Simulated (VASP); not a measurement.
A run of VASP 6.6.1 is set up as follows.

File POSCAR:

```
Ge
1.0
    4.0006830000      0.0000000000      0.0000000000
    2.0003415000      3.4646931105      0.0000000000
    2.0003415000      1.1548977035      3.2665439909
Ge
2
Direct
    0.0000000000      0.0000000000      0.0000000000
    0.2500000000      0.2500000000      0.2500000000
```

File INCAR.step1:

```
SYSTEM = Ge
  PREC = Accurate
  ENCUT = 550
  ISMEAR = 0
  SIGMA = 0.01
  LREAL = .False.
  LASPH = .True.
  NELM = 120
  GGA = PE
  ALGO = Normal
  EDIFF = 1E-5
  LWAVE = .True.
  LCHARG = .False.
  GGA_COMPAT = .False.
  IBRION = 2
  ISIF = 3
  EDIFFG = -0.005
  NELMIN = 4
  NSW = 100
```

The input INCAR.step2:

```
SYSTEM = Ge
  PREC = Accurate
  ENCUT = 550
  EDIFF = 1E-7
  ISMEAR = 0
  SIGMA = 0.01
  LREAL = .False.
  LASPH = .True.
  NELM = 120
  ALGO = Normal
  ISIF = 3
  LWAVE = .False.
  LCHARG = .False.
  METAGGA = R2SCAN
  LMIXTAU = .True.
  IBRION = 2
  NSW = 80
  EDIFFG = -0.01
  ISTART = 1
  GGA_COMPAT = .False.
  NELMIN = 4
```

The input KPOINTS:

```
Automatic mesh
0
Gamma
  6 6 6
  0 0 0
```

Potentials or basis: VASP PAW PBE potentials, release 64 (Ge_d).

The run is started by

```sh
$ cat potpaw_PBE.64/Ge_d/POTCAR > POTCAR
$ cp INCAR.step1 INCAR
$ mpirun -np 1 vasp_std > vasp.out
$ cp INCAR.step2 INCAR
$ mpirun -np 1 vasp_std > vasp.out
```

(1) Estimate the relaxed cell.

(2) What does it give for the band gap on the k mesh?

Answers

(1) a = 4.012 Å, b = 4.012 Å, c = 4.012 Å, α = 60.00°, β = 60.00°, γ = 60.00°.

(2) 0.32 eV.
